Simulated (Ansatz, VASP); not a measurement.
# Two plane-wave programs on TlSnH3

The input INCAR:

```
PREC = Accurate ; ENCUT = 600
EDIFF = 1E-6 ; ISMEAR = 0
SIGMA = 0.1 ; LREAL = F
LASPH = T ; NELM = 60
ALGO = Normal ; ISIF = 3
LWAVE = F ; LCHARG = F
GGA = PE ; IBRION = 2
NSW = 100 ; EDIFFG = -0.01
```

KPOINTS

```
Automatic mesh
0
Gamma
  10 10 10
```

POSCAR

```
TlSnH3
1.0
    4.3301444100      0.0000000000      0.0000000000
    0.0000000000      4.3301444100      0.0000000000
    0.0000000000      0.0000000000      4.3301444100
Tl Sn H
1 1 3
Direct
    0.5000000000      0.5000000000      0.5000000000
    0.0000000000      0.0000000000      0.0000000000
    0.0000000000      0.5000000000      0.5000000000
    0.5000000000      0.0000000000      0.5000000000
    0.5000000000      0.5000000000      0.0000000000
```

Input for Ansatz:

```yaml
crystal:
  lattice:
    - [4.33014441, 0.0, 0.0]
    - [0.0, 4.33014441, 0.0]
    - [0.0, 0.0, 4.33014441]
  atoms:
    - { symbol: Tl, position: [0.5, 0.5, 0.5] }
    - { symbol: Sn, position: [0.0, 0.0, 0.0] }
    - { symbol: H, position: [0.0, 0.5, 0.5] }
    - { symbol: H, position: [0.5, 0.0, 0.5] }
    - { symbol: H, position: [0.5, 0.5, 0.0] }
basis:
  ecutwfc: 420
kpoints:
  mp_grid: { grid: [10, 10, 10] }
hamiltonian:
  xc: pbe
scf:
  occupations: { method: gaussian, width: 0.1 }
output:
  forces: true
  stress: true
  eigenvalues: true
relax:
  adjacent_minimum: "off"
  f_tol: 0.01
  max_steps: 80
  cell: { stress_tol: 0.05 }
```

Change from the starting cell: species swapped into the NdBRh3 type (Pm-3m, No. 221).

Alike in both runs: task relaxation of cell and atoms; functional PBE; k mesh 10 × 10 × 10; occupations gaussian, width 0.1 eV; no spin polarisation.

|  | VASP | Ansatz |
| --- | --- | --- |
| version | VASP 6.6.1 | Ansatz 0.2.0 |
| potentials or method | VASP PAW PBE potentials, release 64 (Tl_d, Sn_d, H), cutoff 600 eV | scalar-relativistic, plane waves, PAW |
| valence electrons in the cell | 30 | 30 |

|  | VASP | Ansatz | Ansatz less VASP |
| --- | --- | --- | --- |
| gap on the k mesh at the Fermi level, each at its own relaxed structure (eV) | none | none | - |
| relaxed volume (Å³/atom) | 15.02 | 15.04 | +0.011 |
| relaxed length of the cell vector where the two differ most in proportion (Å) | 4.219 | 4.220 | +0.0011 |

A gap of «none» marks a metal or a gap that the smearing closes.

Neither program's run includes spin-orbit coupling.
